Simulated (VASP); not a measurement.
# Al2BAs2 (P-3m1) in VASP: further runs, part 2 of 2

VASP 6.6.1. The steps go on from the part before.

### 5 Single point, PBE

This run uses another cell than the first one, of 17.26 Å³/atom.

Contents of INCAR:

```
SYSTEM = Al2BAs2
PREC = Accurate ; ENCUT = 520
EDIFF = 1E-7 ; ISMEAR = 0
SIGMA = 0.1 ; LREAL = .False.
LASPH = .True. ; NELM = 100
ALGO = Normal ; ISIF = 2
LWAVE = .False. ; LCHARG = .False.
GGA = PE ; NBANDS = 18
```

Contents of KPOINTS:

```
Automatic mesh
0
Gamma
  12 12 4
  0 0 0
```

Contents of POSCAR:

```
Al2BAs2
1.0
    3.0120691278      0.0000000000      0.0000000000
   -1.5060345639      2.6085283826      0.0000000000
    0.0000000000      0.0000000000     10.9808575155
Al B As
2 1 2
Direct
    0.3333333333      0.6666666667      0.1243335192
    0.6666666667      0.3333333333      0.8756664808
    0.0000000000      0.0000000000      0.0000000000
    0.3333333333      0.6666666667      0.6820175825
    0.6666666667      0.3333333333      0.3179824175
```

Potentials or basis: VASP PAW PBE potentials, release 64 (Al, B, As).

On the command line:

```console
$ cat potpaw_PBE.64/Al/POTCAR potpaw_PBE.64/B/POTCAR potpaw_PBE.64/As/POTCAR > POTCAR
$ mpirun -np 1 vasp_std > vasp.out
```

OUTCAR:

```text
SYSTEM = Al2BAs2
   PREC = Accurate
   ENCUT = 520
   EDIFF = 1E-7
   ISMEAR = 0
   LREAL = .False.
   LASPH = .True.
   NELM = 100
   ISIF = 2
   GGA = PE

 ion  position               nearest neighbor table
   1  0.333  0.667  0.124-   3 2.21   3 2.21   3 2.21   5 2.75   5 2.75   5 2.75   2 3.24   2 3.24
                             2 3.24
   2  0.667  0.333  0.876-   3 2.21   3 2.21   3 2.21   4 2.75   4 2.75   4 2.75   1 3.24   1 3.24
                             1 3.24
   3  0.000  0.000  0.000-   1 2.21   2 2.21   1 2.21   2 2.21   2 2.21   1 2.21
   4  0.333  0.667  0.682-   2 2.75   2 2.75   2 2.75
   5  0.667  0.333  0.318-   1 2.75   1 2.75   1 2.75

  LATTYP: Found a hexagonal cell.
 ALAT       =     3.0120691278
 C/A-ratio  =     3.6456193565

  Lattice vectors:

 A1 = (   3.0120691278,   0.0000000000,   0.0000000000)
 A2 = (  -1.5060345639,   2.6085283826,   0.0000000000)
 A3 = (   0.0000000000,   0.0000000000,  10.9808575155)

Analysis of symmetry for initial positions (statically):
=====================================================================
 Subroutine PRICEL returns:
 Original cell was already a primitive cell.

 Routine SETGRP: Setting up the symmetry group for a
 hexagonal supercell.

 Subroutine GETGRP returns: Found 12 space group operations
 (whereof 12 operations were pure point group operations)
 out of a pool of 24 trial point group operations.

The static configuration has the point symmetry D_3d.

Analysis of symmetry for dynamics (positions and initial velocities):
=====================================================================
 Subroutine PRICEL returns:
 Original cell was already a primitive cell.

 Routine SETGRP: Setting up the symmetry group for a
 hexagonal supercell.

 Subroutine GETGRP returns: Found 12 space group operations
 (whereof 12 operations were pure point group operations)
 out of a pool of 24 trial point group operations.

The dynamic configuration has the point symmetry D_3d.

[... 126 lines left out ...]
  Fermi-wavevector in a.u.,A,eV,Ry     =   0.988615  1.868211 13.297780  0.977359
  Thomas-Fermi vector in A             =   2.120154
   LORBIT       =      0    0 simple, 1 ext, 2 COOP (PROOUT), +10 PAW based schemes
   GGA     = PE    functional components
   LHFCALC =     F    Hartree Fock is set to
   AEXX    =    0.0000 exact exchange contribution
   IVDW    =     0    specifies the selected vdW correction
   LEPSILON=     F    determine dielectric tensor
   LRPA    =     F    only Hartree local field effects (RPA)
 non-spin polarized calculation
 Gauss-broadening in eV      SIGMA  =   0.10
  energy-cutoff  :      520.00
  volume of cell :       86.28
 maximum number of plane-waves:      2368
 NGX is ok and might be reduce to    24
   NGX = 11   NGY = 11   NGZ = 41

 number of electron      19.0000002 magnetization

 Free energy of the ion-electron system (eV)
  ---------------------------------------------------
  ext. energy  EPLUGINS =         0.00000000
  ---------------------------------------------------
  free energy    TOTEN  =       -22.37205285 eV

  energy without entropy =      -22.36045295  energy(sigma->0) =      -22.36625290

 E-fermi :   5.5920     XC(G=0):  -9.9261

 val. band max:        5.5793263940   @ k =   0.3333   0.0833   0.5000
 cond. band min:       5.6029646860   @ k =   0.2500   0.1667   0.0000
 fundamental gap:      0.0236382920
 Fermi energy:         5.5919529064

 k-point     1 :       0.0000    0.0000    0.0000
  band No.  band energies     occupation
      1      -7.9160      2.00000
      2      -7.7009      2.00000
      3      -5.6655      2.00000
      4      -1.8892      2.00000
      5       0.4767      2.00000
      6       3.4576      2.00000
[... 481 lines left out ...]
      5       1.2778      2.00000
      6       3.5267      2.00000
[... 10 lines left out ...]
     17      13.9183      0.00000
     18      14.7700      0.00000

 [... further k-points ...]

------------------------ aborting loop because EDIFF is reached ----------------------------------------

  FORCE on cell =-STRESS in cart. coord.  units (eV):
  Direction    XX          YY          ZZ          XY          YZ          ZX
  --------------------------------------------------------------------------------------
  -------------------------------------------------------------------------------------
  Total        0.0261564      0.0261564      0.0667026      0.0000000      0.0000000      0.0000000
  in kB        0.4857263      0.4857263      1.2386734      0.0000000      0.0000000      0.0000000
  external PRESSURE =       0.7367087 kB  Pullay stress =       0.0000000 kB

 VOLUME and BASIS-vectors are now :
 -----------------------------------------------------------------------------
  energy-cutoff  :      520.00
  volume of cell :       86.28
      direct lattice vectors                 reciprocal lattice vectors
     3.012069128  0.000000000  0.000000000     0.331997692  0.191678957  0.000000000
    -1.506034564  2.608528383  0.000000000     0.000000000  0.383357914  0.000000000
     0.000000000  0.000000000 10.980857516     0.000000000  0.000000000  0.091067569

 POSITION                                       TOTAL-FORCE (eV/Angst)
 -----------------------------------------------------------------------------------
     -0.00000      1.73902      1.36529         0.000000      0.000000     -0.012163
      1.50603      0.86951      9.61557        -0.000000     -0.000000      0.012163
      0.00000      0.00000      0.00000        -0.000000      0.000000     -0.000000
     -0.00000      1.73902      7.48914         0.000000     -0.000000     -0.013003
      1.50603      0.86951      3.49172        -0.000000      0.000000      0.013003
 -----------------------------------------------------------------------------------
    total drift:                                0.000000      0.000000     -0.000000

  FREE ENERGIE OF THE ION-ELECTRON SYSTEM (eV)
  ---------------------------------------------------
  free  energy   TOTEN  =       -22.3720528531 eV

  energy  without entropy=      -22.3604529550  energy(sigma->0) =      -22.36625290
```

It took 2.5 min on 1 thread of Intel Xeon 8259CL, shared host; peak memory 0.28 GiB.

What came out:

| Quantity | Value |
| --- | --- |
| Free energy | -22.3721 eV |
| Pressure | 0.1 GPa |
| Largest force | 0.013 eV/Å |
| Band gap on the k mesh | zero (an odd number of electrons rules out a gap without spin polarisation) |

Forces on the atoms (eV/Å):
```
Al   0.000  0.000 -0.012
Al   0.000  0.000  0.012
B    0.000  0.000  0.000
As   0.000  0.000 -0.013
As   0.000  0.000  0.013
```

Stress tensor (GPa, compression positive):
```
0.05 0.00 0.00
0.00 0.05 0.00
0.00 0.00 0.12
```

Levels at points of the mesh, in eV from the Fermi level:
```tsv
k point	band 6	band 7	band 8	band 9	band 10	band 11	band 12	band 13
(0.00, 0.00, 0.00)	-2.13	1.61	3.07	3.07	4.93	4.93	4.99	4.99
(0.50, 0.00, 0.00)	-5.44	-2.99	-2.12	-1.01	0.57	1.19	1.97	2.13
(0.00, 0.00, 0.50)	-2.97	3.07	3.07	3.26	4.08	4.95	4.95	4.96
(0.50, 0.00, 0.50)	-5.37	-3.08	-2.38	-0.60	0.57	1.59	1.91	2.19
```

Caveat: this functional lacks dispersion, which binds the layers, so the pressure and a relaxed spacing across them are unreliable.

### 6 The runs side by side

| task | cell | k mesh | cutoff (eV) | gap on the mesh (eV) | pressure (GPa) | largest force (eV/Å) |
| --- | --- | --- | --- | --- | --- | --- |
| single point | a = 3.200, b = 3.200, c = 8.368 Å, angles 90.0, 90.0, 120.0°, 5 atoms, atomic positions A | 6 × 6 × 2 | 520 | none | 15.4 | 2.27 |
| single point | a = 3.196, b = 3.196, c = 9.168 Å, angles 90.0, 90.0, 120.0°, 5 atoms, atomic positions B | 6 × 6 × 2 | 520 | none | 0.1 | 0.01 |
| relaxation of cell and atoms | relaxed from a = 3.200, b = 3.200, c = 8.368 Å, angles 90.0, 90.0, 120.0°, 5 atoms, atomic positions A | 6 × 6 × 2 | 600 | none | -0.2 | 0.04 |
| single point | a = 3.012, b = 3.012, c = 10.981 Å, angles 90.0, 90.0, 120.0°, 5 atoms, atomic positions C | 12 × 12 × 4 | 520 | none | 0.1 | 0.01 |

Alike in all rows: level PBE; potentials or basis VASP PAW PBE potentials, release 64 (Al, B, As); no spin polarisation; smearing gaussian 0.1 eV.

Caveats: some runs use coarse meshes; forces of over 1 eV/Å act on the atoms, so gaps and moduli don't describe the material at rest (at least some runs); this functional lacks dispersion, which binds the layers, so the pressure and a relaxed spacing across them are unreliable (at least some runs).

Total energies depend on the potentials used, so only differences within one code and one set of settings carry meaning.
